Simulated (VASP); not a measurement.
# BiTe3 (P-6m2) in VASP: single point with PBE

Aim: the single point of BiTe3 with PBE.

Program: VASP 6.6.1. These are calculated values, not measurements. Logs are shortened: lines on timing, memory, paths and dates and some standing lists are left out, and cuts for length are marked.

### Step 1. The cell of the first run

It takes space group P-6m2 (No. 187, hexagonal). The conventional cell has a = 4.661 Å, b = 4.661 Å, c = 8.659 Å, α = 90.00°, β = 90.00°, γ = 120.00°. Bi (site symmetry -6m2) has 5 Te at 2.69 to 2.79 Å within 3.5 Å. Te (site symmetry -6m2) has 3 Bi at 2.69 Å within 3.5 Å. Within 3.7 Å of Te (site symmetry 3m) lie 1 Bi at 2.79 Å and 1 Te at 3.08 Å.

The cell was built from a structure type or drawn by symmetry, and may not be a known phase.

### Step 2. Single point, PBE

INCAR

```
ALGO = Normal
EDIFF = 1E-6
ENCUT = 520
GGA = PE
ISIF = 2
ISMEAR = 0
LASPH = T
LCHARG = T
LELF = T
LREAL = F
LVHAR = T
LWAVE = F
NBANDS = 24
NELM = 80
PREC = Accurate
SIGMA = 0.1
```

KPOINTS

```
k-points
0
Gamma
  6 6 2
```

POSCAR

```
BiTe3
1.0
    4.6605475800      0.0000000000      0.0000000000
   -2.3302737900      4.0361526000      0.0000000000
    0.0000000000      0.0000000000      8.6591641200
Bi Te
1 3
Direct
    0.6666666700      0.3333333300      0.0000000000
    0.0000000000      0.0000000000      0.0000000000
    0.6666666700      0.3333333300      0.6779556700
    0.6666666700      0.3333333300      0.3220443300
```

Potentials or basis: VASP PAW PBE potentials, release 64 (Bi_d, Te).

On the command line:

```
> cat potpaw_PBE.64/Bi_d/POTCAR potpaw_PBE.64/Te/POTCAR > POTCAR
> mpirun -np 1 vasp_std > vasp.out
```

OUTCAR:

```text
EDIFF = 1E-6
   ENCUT = 520
   GGA = PE
   ISIF = 2
   ISMEAR = 0
   LASPH = T
   LREAL = F
   NELM = 80
   PREC = Accurate

 ion  position               nearest neighbor table
   1  0.667  0.333  0.000-   2 2.69   2 2.69   2 2.69   4 2.79   3 2.79
   2  0.000  0.000  0.000-   1 2.69   1 2.69   1 2.69
   3  0.667  0.333  0.678-   1 2.79   4 3.08
   4  0.667  0.333  0.322-   1 2.79   3 3.08

  LATTYP: Found a hexagonal cell.
 ALAT       =     4.6605475800
 C/A-ratio  =     1.8579714017

  Lattice vectors:

 A1 = (   4.6605475800,   0.0000000000,   0.0000000000)
 A2 = (  -2.3302737900,   4.0361526000,   0.0000000000)
 A3 = (   0.0000000000,   0.0000000000,   8.6591641200)

Analysis of symmetry for initial positions (statically):
=====================================================================
 Subroutine PRICEL returns:
 Original cell was already a primitive cell.

 Routine SETGRP: Setting up the symmetry group for a
 hexagonal supercell.

 Subroutine GETGRP returns: Found 12 space group operations
 (whereof 12 operations were pure point group operations)
 out of a pool of 24 trial point group operations.

The static configuration has the point symmetry D_3h.

Analysis of symmetry for dynamics (positions and initial velocities):
=====================================================================
 Subroutine PRICEL returns:
 Original cell was already a primitive cell.

 Routine SETGRP: Setting up the symmetry group for a
 hexagonal supercell.

 Subroutine GETGRP returns: Found 12 space group operations
 (whereof 12 operations were pure point group operations)
 out of a pool of 24 trial point group operations.

The dynamic configuration has the point symmetry D_3h.

 Subroutine INISYM returns: Found 12 space group operations
 (whereof 12 operations are pure point group operations),
 and found     1 'primitive' translations

----------------------------------------------------------------------------------------

                                     Primitive cell

  volume of cell :     162.8848

  direct lattice vectors                    reciprocal lattice vectors
     4.660547580  0.000000000  0.000000000     0.214567062  0.123880351  0.000000000
    -2.330273790  4.036152600  0.000000000     0.000000000  0.247760702  0.000000000
     0.000000000  0.000000000  8.659164120     0.000000000  0.000000000  0.115484588

  length of vectors
     4.660547580  4.660547580  8.659164120     0.247760702  0.247760702  0.115484588

  position of ions in fractional coordinates (direct lattice)
     0.666666670  0.333333330  0.000000000
     0.000000000  0.000000000  0.000000000
     0.666666670  0.333333330  0.677955670
     0.666666670  0.333333330  0.322044330

  ion indices of the primitive-cell ions
   primitive index   ion index
                 1           1
                 2           2
                 3           3
                 4           4

----------------------------------------------------------------------------------------

 KPOINTS: k-points

Automatic generation of k-mesh.
 Grid dimensions read from file:
 generate k-points for:    6    6    2

 Generating k-lattice:

  Cartesian coordinates                     Fractional coordinates (reciprocal lattice)
     0.035761177  0.020646725  0.000000000     0.166666667  0.000000000  0.000000000
     0.000000000  0.041293450  0.000000000     0.000000000  0.166666667  0.000000000
     0.000000000  0.000000000  0.057742294     0.000000000  0.000000000  0.500000000

  Length of vectors
     0.041293450  0.041293450  0.057742294

  Shift w.r.t. Gamma in fractional coordinates (k-lattice)
     0.000000000  0.000000000  0.000000000

 Subroutine IBZKPT returns following result:
 ===========================================

 Found     14 irreducible k-points:

 Following reciprocal coordinates:
            Coordinates               Weight
  0.000000  0.000000  0.000000      1.000000
  0.166667  0.000000  0.000000      6.000000
  0.333333  0.000000  0.000000      6.000000
  0.500000  0.000000  0.000000      3.000000
  0.166667  0.166667  0.000000      6.000000
  0.333333  0.166667  0.000000     12.000000
  0.333333  0.333333  0.000000      2.000000
  0.000000  0.000000  0.500000      1.000000
  0.166667  0.000000  0.500000      6.000000
  0.333333  0.000000  0.500000      6.000000
  0.500000  0.000000  0.500000      3.000000
  0.166667  0.166667  0.500000      6.000000
  0.333333  0.166667  0.500000     12.000000
  0.333333  0.333333  0.500000      2.000000
   k-points           NKPTS =     14   k-points in BZ     NKDIM =     14   number of bands    NBANDS=     24
   number of dos      NEDOS =    301   number of ions     NIONS =      4
   total plane-waves  NPLWV =  82944
   dimension x,y,z NGX =    36 NGY =   36 NGZ =   64
   dimension x,y,z NGXF=    72 NGYF=   72 NGZF=  128
   ions per type =               1   3
   NGX,Y,Z   is equivalent  to a cutoff of  12.84, 12.84, 12.29 a.u.
   NGXF,Y,Z  is equivalent  to a cutoff of  25.68, 25.68, 24.57 a.u.
 SYSTEM =  unknown system
   PREC   = accura    normal or accurate (medium, high low for compatibility)
   ISTART =      0    job   : 0-new  1-cont  2-samecut
   ICHARG =      2    charge: 1-file 2-atom 10-const
   ISPIN  =      1    spin polarized calculation?
   LNONCOLLINEAR =      F non collinear calculations
   LSORBIT =      F    spin-orbit coupling
   LASPH  =      T    aspherical Exc in radial PAW
   ENCUT  =  520.0 eV  38.22 Ry    6.18 a.u.   8.67  8.67 16.10*2*pi/ulx,y,z
   NELM   =     80;   NELMIN=  2; NELMDL= -5     # of ELM steps
   EDIFF  = 0.1E-05   stopping-criterion for ELM
   LREAL  =      F    real-space projection
   EDIFFG = 0.1E-04   stopping-criterion for IOM
   NSW    =      0    number of steps for IOM
   IBRION =     -1    ionic relax: 0-MD 1-quasi-New 2-CG
   NFREE  =      0    steps in history (QN), initial steepest desc. (CG)
   ISIF   =      2    stress and relaxation
   ISYM   =      2    0-nonsym 1-usesym 2-fastsym
   POTIM  = 0.5000    time-step for ionic-motion
   TEBEG  =    0.0;   TEEND  =   0.0 temperature during run
   PSTRESS=    0.0 pullay stress
   NELECT =      33.0000    total number of electrons
   NUPDOWN=      -1.0000    fix difference up-down
   EMIN   =  10.00;   EMAX   =-10.00  energy-range for DOS
   EFERMI =   0.00;   METHOD = LEGACY
   ISMEAR =     0;   SIGMA  =   0.10  broadening in eV -4-tet -1-fermi 0-gaus
   EFERMI_NEDOS =   21; number of points for ismear=-14 and -15
   IALGO  =     38    algorithm
   IMIX   =      4    mixing-type and parameters
     AMIX     =   0.40;   BMIX     =  1.00
     AMIX_MAG =   1.60;   BMIX_MAG =  1.00
  volume/ion in A,a.u.               =      40.72       274.80
  Fermi-wavevector in a.u.,A,eV,Ry     =   0.961507  1.816986 12.578539  0.924497
  Thomas-Fermi vector in A             =   2.090885
   LORBIT       =      0    0 simple, 1 ext, 2 COOP (PROOUT), +10 PAW based schemes
   GGA     = PE    functional components
   LHFCALC =     F    Hartree Fock is set to
   AEXX    =    0.0000 exact exchange contribution
   IVDW    =     0    specifies the selected vdW correction
   LEPSILON=     F    determine dielectric tensor
   LRPA    =     F    only Hartree local field effects (RPA)
 non-spin polarized calculation
 Gauss-broadening in eV      SIGMA  =   0.10
  energy-cutoff  :      520.00
  volume of cell :      162.88
 maximum number of plane-waves:      4404
 NGX is ok and might be reduce to    36
   NGX = 17   NGY = 17   NGZ = 33

 number of electron      33.0000006 magnetization

 Free energy of the ion-electron system (eV)
  ---------------------------------------------------
  ext. energy  EPLUGINS =         0.00000000
  ---------------------------------------------------
  free energy    TOTEN  =       -10.02308120 eV

  energy without entropy =      -10.00611383  energy(sigma->0) =      -10.01459752

 E-fermi :   3.7611     XC(G=0):  -8.1515

 val. band max:        3.7485333275   @ k =   0.0000   0.0000   0.0000
 cond. band min:       3.7635439739   @ k =   0.0000   0.0000   0.5000
 fundamental gap:      0.0150106464
 Fermi energy:         3.7610635121

 k-point     1 :       0.0000    0.0000    0.0000
  band No.  band energies     occupation
      1     -19.8224      2.00000
      2     -19.8224      2.00000
      3     -19.7578      2.00000
      4     -19.6493      2.00000
      5     -19.6493      2.00000
      6     -10.9166      2.00000
[... 16 lines left out ...]
     23       9.8551      0.00000
     24      10.4148      0.00000

 k-point     2 :       0.1667    0.0000    0.0000
  band No.  band energies     occupation
      1     -19.8251      2.00000
      2     -19.8179      2.00000
      3     -19.7530      2.00000
      4     -19.6504      2.00000
      5     -19.6494      2.00000
      6     -10.6994      2.00000
[... 16 lines left out ...]
     23      10.0313      0.00000
     24      10.1286      0.00000

 k-point     3 :       0.3333    0.0000    0.0000
  band No.  band energies     occupation
      1     -19.8299      2.00000
      2     -19.8087      2.00000
      3     -19.7440      2.00000
      4     -19.6525      2.00000
      5     -19.6497      2.00000
      6     -10.1022      2.00000
[... 16 lines left out ...]
     23      10.1713      0.00000
     24      10.1871      0.00000

 k-point     4 :       0.5000    0.0000    0.0000
  band No.  band energies     occupation
      1     -19.8322      2.00000
      2     -19.8040      2.00000
      3     -19.7397      2.00000
      4     -19.6536      2.00000
      5     -19.6498      2.00000
      6      -9.5854      2.00000
[... 16 lines left out ...]
     23       9.7876      0.00000
     24      10.1423      0.00000

 k-point     5 :       0.1667    0.1667    0.0000
  band No.  band energies     occupation
      1     -19.8285      2.00000
      2     -19.8111      2.00000
      3     -19.7463      2.00000
      4     -19.6518      2.00000
      5     -19.6498      2.00000
      6     -10.2851      2.00000
[... 16 lines left out ...]
     23      10.1688      0.00000
     24      10.2061      0.00000

 k-point     6 :       0.3333    0.1667    0.0000
  band No.  band energies     occupation
      1     -19.8315      2.00000
      2     -19.8040      2.00000
      3     -19.7404      2.00000
      4     -19.6532      2.00000
      5     -19.6502      2.00000
      6      -9.6073      2.00000
[... 16 lines left out ...]
     23       9.9640      0.00000
     24      10.0297      0.00000

 k-point     7 :       0.3333    0.3333    0.0000
  band No.  band energies     occupation
      1     -19.8320      2.00000
      2     -19.8014      2.00000
      3     -19.7392      2.00000
      4     -19.6532      2.00000
      5     -19.6507      2.00000
      6      -9.1636      2.00000
[... 16 lines left out ...]
     23      10.0780      0.00000
     24      10.1219      0.00000

 k-point     8 :       0.0000    0.0000    0.5000
  band No.  band energies     occupation
      1     -19.8225      2.00000
      2     -19.8225      2.00000
      3     -19.7578      2.00000
      4     -19.6493      2.00000
      5     -19.6493      2.00000
      6     -10.9065      2.00000
[... 16 lines left out ...]
     23       8.9718      0.00000
     24      10.0720      0.00000

 k-point     9 :       0.1667    0.0000    0.5000
  band No.  band energies     occupation
      1     -19.8251      2.00000
      2     -19.8179      2.00000
      3     -19.7530      2.00000
      4     -19.6504      2.00000
      5     -19.6494      2.00000
      6     -10.6880      2.00000
[... 16 lines left out ...]
     23       9.1199      0.00000
     24      10.0819      0.00000

 k-point    10 :       0.3333    0.0000    0.5000
  band No.  band energies     occupation
      1     -19.8299      2.00000
      2     -19.8087      2.00000
      3     -19.7440      2.00000
      4     -19.6525      2.00000
      5     -19.6497      2.00000
      6     -10.0853      2.00000
[... 16 lines left out ...]
     23       9.8184      0.00000
     24      10.3033      0.00000

 k-point    11 :       0.5000    0.0000    0.5000
  band No.  band energies     occupation
      1     -19.8321      2.00000
      2     -19.8040      2.00000
      3     -19.7397      2.00000
      4     -19.6536      2.00000
      5     -19.6498      2.00000
      6      -9.5585      2.00000
[... 16 lines left out ...]
     23       9.6838      0.00000
     24       9.8054      0.00000

 k-point    12 :       0.1667    0.1667    0.5000
  band No.  band energies     occupation
      1     -19.8285      2.00000
      2     -19.8111      2.00000
      3     -19.7464      2.00000
      4     -19.6518      2.00000
      5     -19.6498      2.00000
      6     -10.2703      2.00000
[... 16 lines left out ...]
     23       9.3892      0.00000
     24      10.2100      0.00000

 k-point    13 :       0.3333    0.1667    0.5000
  band No.  band energies     occupation
      1     -19.8315      2.00000
      2     -19.8040      2.00000
      3     -19.7404      2.00000
      4     -19.6532      2.00000
      5     -19.6502      2.00000
      6      -9.5811      2.00000
[... 16 lines left out ...]
     23       9.5142      0.00000
     24       9.7681      0.00000

 k-point    14 :       0.3333    0.3333    0.5000
  band No.  band energies     occupation
      1     -19.8319      2.00000
      2     -19.8014      2.00000
      3     -19.7392      2.00000
      4     -19.6532      2.00000
      5     -19.6508      2.00000
      6      -9.1148      2.00000
[... 16 lines left out ...]
     23      10.3604      0.00000
     24      10.8664      0.00000

------------------------ aborting loop because EDIFF is reached ----------------------------------------

  FORCE on cell =-STRESS in cart. coord.  units (eV):
  Direction    XX          YY          ZZ          XY          YZ          ZX
  --------------------------------------------------------------------------------------
  -------------------------------------------------------------------------------------
  Total       12.4454994     12.4454994      5.5560004      0.0000000      0.0000000      0.0000000
  in kB      122.4171925    122.4171925     54.6502754      0.0000000      0.0000000      0.0000000
  external PRESSURE =      99.8282201 kB  Pullay stress =       0.0000000 kB

 VOLUME and BASIS-vectors are now :
 -----------------------------------------------------------------------------
  energy-cutoff  :      520.00
  volume of cell :      162.88
      direct lattice vectors                 reciprocal lattice vectors
     4.660547580  0.000000000  0.000000000     0.214567062  0.123880351  0.000000000
    -2.330273790  4.036152600  0.000000000     0.000000000  0.247760702  0.000000000
     0.000000000  0.000000000  8.659164120     0.000000000  0.000000000  0.115484588

 POSITION                                       TOTAL-FORCE (eV/Angst)
 -----------------------------------------------------------------------------------
      2.33027      1.34538      0.00000         0.000000     -0.000000      0.000000
      0.00000      0.00000      0.00000        -0.000000      0.000000      0.000000
      2.33027      1.34538      5.87053        -0.000000      0.000000     -2.872776
      2.33027      1.34538      2.78863        -0.000000      0.000000      2.872776
 -----------------------------------------------------------------------------------
    total drift:                               -0.000044      0.000026     -0.000000

  FREE ENERGIE OF THE ION-ELECTRON SYSTEM (eV)
  ---------------------------------------------------
  free  energy   TOTEN  =       -10.0230811992 eV

  energy  without entropy=      -10.0061138315  energy(sigma->0) =      -10.01459752
```

It took 1.8 min on 1 thread of Intel Xeon 8259CL, shared host; peak memory 0.29 GiB.

What came out:

```
Free energy            : -10.0231 eV
Pressure               : 10.0 GPa
Largest force          : 2.873 eV/Å
Band gap on the k mesh : zero (an odd number of electrons rules out a gap without spin polarisation)
```

Forces in eV/Å, atoms in the order of the input:
```
Bi   0.000  0.000  0.000
Te   0.000  0.000  0.000
Te   0.000  0.000 -2.873
Te   0.000  0.000  2.873
```

Stress tensor (GPa, compression positive):
```
12.24  0.00  0.00
 0.00 12.24  0.00
 0.00  0.00  5.47
```

Levels at points of the mesh, in eV from the Fermi level:
| k point | band 13 | band 14 | band 15 | band 16 | band 17 | band 18 | band 19 | band 20 |
| --- | --- | --- | --- | --- | --- | --- | --- | --- |
| (0.00, 0.00, 0.00) | -1.87 | -0.51 | -0.51 | -0.01 | 0.23 | 0.23 | 1.15 | 1.15 |
| (0.50, 0.00, 0.00) | -2.18 | -1.85 | -1.34 | -0.62 | -0.18 | 0.08 | 3.98 | 4.73 |
| (0.00, 0.00, 0.50) | -1.03 | -0.52 | -0.52 | 0.00 | 0.00 | 1.51 | 1.51 | 1.76 |
| (0.50, 0.00, 0.50) | -2.69 | -0.92 | -0.78 | -0.77 | 0.22 | 1.93 | 3.21 | 4.21 |

Caveat: the k points lie up to 0.36 Å⁻¹ apart, too coarse for converged energies and pressures of a metal; spin-orbit coupling is left out, which moves the levels of the heavy elements; forces of over 1 eV/Å act on the atoms, so gaps and moduli don't describe the material at rest.
